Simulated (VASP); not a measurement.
# PbO (Pbcm) in VASP: electric field gradients with PBE

Aim: the electric field gradients of PbO with PBE.

Everything below comes from runs of VASP 6.6.1. Logs are shortened: lines on timing, memory, paths and dates and some standing lists are left out, and cuts for length are marked.

### 1 The cell of the first run

Symmetry: Pbcm, No. 57, orthorhombic system. The conventional cell has a = 5.893 Å, b = 5.490 Å, c = 4.753 Å, α = 90.00°, β = 90.00°, γ = 90.00°. Pb (site symmetry m) has 4 O at 2.22 to 2.48 Å within 2.9 Å. Within 3.2 Å of O (site symmetry m) lie 4 Pb at 2.22 to 2.48 Å and 6 O at 2.94 to 3.17 Å.

### 2 Electric field gradients, PBE

File INCAR:

```
ALGO = Normal ; EDIFF = 1E-8
ENCUT = 520 ; GGA = PE
ISIF = 2 ; ISMEAR = -1
LASPH = True ; LCHARG = False
LEFG = True ; LREAL = False
LWAVE = False ; NBANDS = 50
NELM = 80 ; PREC = Accurate
SIGMA = 0.01
```

File KPOINTS:

```
k-points
0
Gamma
  6 6 7
```

File POSCAR:

```
PbO
1.0
    5.8931000000      0.0000000000      0.0000000000
    0.0000000000      5.4904000000      0.0000000000
    0.0000000000      0.0000000000      4.7528000000
Pb O
4 4
Direct
    0.2297000000      0.9884000000      0.2500000000
    0.7703000000      0.0116000000      0.7500000000
    0.2297000000      0.5116000000      0.7500000000
    0.7703000000      0.4884000000      0.2500000000
    0.8653000000      0.0917000000      0.2500000000
    0.1347000000      0.9083000000      0.7500000000
    0.8653000000      0.4083000000      0.7500000000
    0.1347000000      0.5917000000      0.2500000000
```

Potentials or basis: VASP PAW PBE potentials, release 64 (Pb_d, O).

Launch:

```
$ cat potpaw_PBE.64/Pb_d/POTCAR potpaw_PBE.64/O/POTCAR > POTCAR
$ mpirun -np 1 vasp_std > vasp.out
```

OUTCAR:

```text
EDIFF = 1E-8
   ENCUT = 520
   GGA = PE
   ISIF = 2
   ISMEAR = -1
   LASPH = True
   LREAL = False
   NELM = 80
   PREC = Accurate

 ion  position               nearest neighbor table
   1  0.230  0.988  0.250-   5 2.22   8 2.25   6 2.48   6 2.48   3 3.54   3 3.54   2 3.60   2 3.60
                             3 3.73   3 3.73   4 3.86   4 3.86   2 3.98   2 3.98
   2  0.770  0.012  0.750-   6 2.22   7 2.25   5 2.48   5 2.48   4 3.54   4 3.54   1 3.60   1 3.60
                             4 3.73   4 3.73   3 3.86   3 3.86   1 3.98   1 3.98
   3  0.230  0.512  0.750-   7 2.22   6 2.25   8 2.48   8 2.48   1 3.54   1 3.54   4 3.60   4 3.60
                             1 3.73   1 3.73   2 3.86   2 3.86   4 3.98   4 3.98
   4  0.770  0.488  0.250-   8 2.22   5 2.25   7 2.48   7 2.48   2 3.54   2 3.54   3 3.60   3 3.60
                             2 3.73   2 3.73   1 3.86   1 3.86   3 3.98   3 3.98
   5  0.865  0.092  0.250-   1 2.22   4 2.25   2 2.48   2 2.48
   6  0.135  0.908  0.750-   2 2.22   3 2.25   1 2.48   1 2.48
   7  0.865  0.408  0.750-   3 2.22   2 2.25   4 2.48   4 2.48
   8  0.135  0.592  0.250-   4 2.22   1 2.25   3 2.48   3 2.48

  LATTYP: Found a simple orthorhombic cell.
 ALAT       =     4.7528000000
 B/A-ratio  =     1.1551927285
 C/A-ratio  =     1.2399217303

  Lattice vectors:

 A1 = (   0.0000000000,   0.0000000000,  -4.7528000000)
 A2 = (   0.0000000000,   5.4904000000,   0.0000000000)
 A3 = (   5.8931000000,   0.0000000000,   0.0000000000)

Analysis of symmetry for initial positions (statically):
=====================================================================
 Subroutine PRICEL returns:
 Original cell was already a primitive cell.

 Routine SETGRP: Setting up the symmetry group for a
 simple orthorhombic supercell.

 Subroutine GETGRP returns: Found  8 space group operations
 (whereof  2 operations were pure point group operations)
 out of a pool of  8 trial point group operations.

The static configuration has the point symmetry S_2 .
 The point group associated with its full space group is D_2h.

Analysis of symmetry for dynamics (positions and initial velocities):
=====================================================================
 Subroutine PRICEL returns:
 Original cell was already a primitive cell.

[... 1452 lines left out ...]
  Direction    XX          YY          ZZ          XY          YZ          ZX
  --------------------------------------------------------------------------------------
  -------------------------------------------------------------------------------------
  Total        4.8515263      4.9302803      3.6862332      0.0000000      0.0000000      0.0000000
  in kB       50.5465640     51.3670776     38.4057323      0.0000000      0.0000000      0.0000000
  external PRESSURE =      46.7731246 kB  Pullay stress =       0.0000000 kB

 VOLUME and BASIS-vectors are now :
 -----------------------------------------------------------------------------
  energy-cutoff  :      520.00
  volume of cell :      153.78
      direct lattice vectors                 reciprocal lattice vectors
     5.893100000  0.000000000  0.000000000     0.169689976  0.000000000  0.000000000
     0.000000000  5.490400000  0.000000000     0.000000000  0.182136092  0.000000000
     0.000000000  0.000000000  4.752800000     0.000000000  0.000000000  0.210402289

 POSITION                                       TOTAL-FORCE (eV/Angst)
 -----------------------------------------------------------------------------------
      1.35365      5.42671      1.18820         0.452086      0.213299      0.000000
      4.53945      0.06369      3.56460        -0.452086     -0.213299      0.000000
      1.35365      2.80889      3.56460         0.452086     -0.213299      0.000000
      4.53945      2.68151      1.18820        -0.452086      0.213299     -0.000000
      5.09930      0.50347      1.18820        -0.210912     -0.147679      0.000000
      0.79380      4.98693      3.56460         0.210912      0.147679     -0.000000
      5.09930      2.24173      3.56460        -0.210912      0.147679      0.000000
      0.79380      3.24867      1.18820         0.210912     -0.147679     -0.000000
 -----------------------------------------------------------------------------------
    total drift:                                0.000000      0.000000      0.000000

  FREE ENERGIE OF THE ION-ELECTRON SYSTEM (eV)
  ---------------------------------------------------
  free  energy   TOTEN  =       -42.7051483505 eV

  energy  without entropy=      -42.7051483505  energy(sigma->0) =      -42.70514835

 Electric field gradients (V/A^2)
---------------------------------------------------------------------
 ion       V_xx      V_yy      V_zz      V_xy      V_xz      V_yz
---------------------------------------------------------------------
   1    -290.605    22.756   267.848  -177.353     0.000    -0.000
   2    -290.605    22.756   267.848  -177.353    -0.000    -0.000
   3    -290.605    22.756   267.848   177.353     0.000     0.000
   4    -290.605    22.756   267.848   177.353    -0.000    -0.000
   5      10.393     2.227   -12.619   -27.866    -0.000    -0.000
   6      10.393     2.227   -12.619   -27.866    -0.000     0.000
   7      10.393     2.227   -12.619    27.866    -0.000     0.000
   8      10.393     2.227   -12.619    27.866    -0.000    -0.000
---------------------------------------------------------------------

 Electric field gradients after diagonalization (V/A^2)
 (convention: |V_zz| > |V_xx| > |V_yy|)
----------------------------------------------------------------------
 ion       V_xx      V_yy      V_zz     asymmetry (V_yy - V_xx)/ V_zz
----------------------------------------------------------------------
   1     267.848   102.725  -370.573       0.446
   2     267.848   102.725  -370.573       0.446
   3     267.848   102.725  -370.573       0.446
   4     267.848   102.725  -370.573       0.446
   5     -21.854   -12.619    34.473       0.268
   6     -21.854   -12.619    34.473       0.268
   7     -21.854   -12.619    34.473       0.268
   8     -21.854   -12.619    34.473       0.268
----------------------------------------------------------------------

           NMR quadrupolar parameters

 Cq : quadrupolar parameter    Cq=e*Q*V_zz/h
 eta: asymmetry parameters     (V_yy - V_xx)/ V_zz
 Q  : nuclear electric quadrupole moment in mb (millibarn)
----------------------------------------------------------------------
 ion       Cq(MHz)       eta       Q (mb)
----------------------------------------------------------------------
   1      -0.896       0.446       1.000
   2      -0.896       0.446       1.000
   3      -0.896       0.446       1.000
   4      -0.896       0.446       1.000
   5       0.083       0.268       1.000
   6       0.083       0.268       1.000
   7       0.083       0.268       1.000
   8       0.083       0.268       1.000
----------------------------------------------------------------------
```

OSZICAR:

```text
N       E                     dE             d eps       ncg     rms          rms(c)
DAV:   1     0.112406480226E+04    0.11241E+04   -0.38430E+04  6400   0.195E+03
DAV:   2     0.147974032196E+03   -0.97609E+03   -0.93120E+03  6632   0.545E+02
DAV:   3    -0.381964348404E+02   -0.18617E+03   -0.17647E+03  8342   0.254E+02
[... 12 lines left out ...]
DAV:  16    -0.427051479071E+02   -0.43519E-06   -0.19931E-06  7252   0.807E-03    0.116E-03
DAV:  17    -0.427051481706E+02   -0.26344E-06   -0.14631E-07  9086   0.488E-03    0.428E-04
DAV:  18    -0.427051482998E+02   -0.12923E-06   -0.30422E-08  5898   0.158E-03    0.138E-04
DAV:  19    -0.427051483417E+02   -0.41880E-07   -0.41127E-09  3734   0.539E-04    0.361E-05
DAV:  20    -0.427051483505E+02   -0.88621E-08   -0.13212E-09  3640   0.361E-04
   1 F= -.42705148E+02 E0= -.42705148E+02  d E =-.222492E-13
```

Wall time 9.1 min (1 thread of Oxide Virtual Turin-like, shared host); peak memory 0.46 GiB.

What came out:

```
Free energy                             : -42.7051 eV
Pressure                                : 4.7 GPa
Largest force                           : 0.500 eV/Å
Band gap on the k mesh                  : 2.25 eV (least direct gap 2.60 eV)
Largest electric field gradient by atom : Pb -370.6; O +34.5 V/Å²
```

Forces in eV/Å, atoms in the order of the input:
```
Pb   0.452  0.213  0.000
Pb  -0.452 -0.213  0.000
Pb   0.452 -0.213  0.000
Pb  -0.452  0.213  0.000
O   -0.211 -0.148  0.000
O    0.211  0.148  0.000
O   -0.211  0.148  0.000
O    0.211 -0.148  0.000
```

Levels at points of the mesh, in eV from the valence-band top:
```csv
k point,band 36,band 37,band 38,band 39,band 40,band 41,band 42,band 43,band 44,band 45
"(0.00, 0.00, 0.00)",-1.87,-1.25,-1.23,-0.36,0.00,3.41,3.93,4.59,5.38,5.56
"(0.50, 0.00, 0.00)",-1.66,-1.30,-0.60,-0.48,0.00,2.85,3.23,3.72,4.98,6.17
"(0.00, 0.50, 0.00)",-1.72,-0.96,-0.96,-0.19,-0.19,4.17,4.17,4.97,4.97,5.06
"(0.50, 0.50, 0.00)",-1.79,-0.62,-0.62,-0.48,-0.48,3.18,3.18,4.18,4.18,4.45
```

Electric field gradients, principal values (V/Å²):
```csv
atom,least,middle,greatest (by size)
1 Pb,102.725,267.848,-370.573
2 Pb,102.725,267.848,-370.573
3 Pb,102.725,267.848,-370.573
4 Pb,102.725,267.848,-370.573
5 O,-12.619,-21.854,34.473
6 O,-12.619,-21.854,34.473
7 O,-12.619,-21.854,34.473
8 O,-12.619,-21.854,34.473
```

Caveat: the cell stands under pressure; without QUAD_EFG the Cq values of the log hold for a quadrupole moment of 1 mb, not for the nuclei; spin-orbit coupling is left out, which moves the levels of the heavy elements; an odd mesh through Γ misses points on the zone boundary, where band edges can lie.
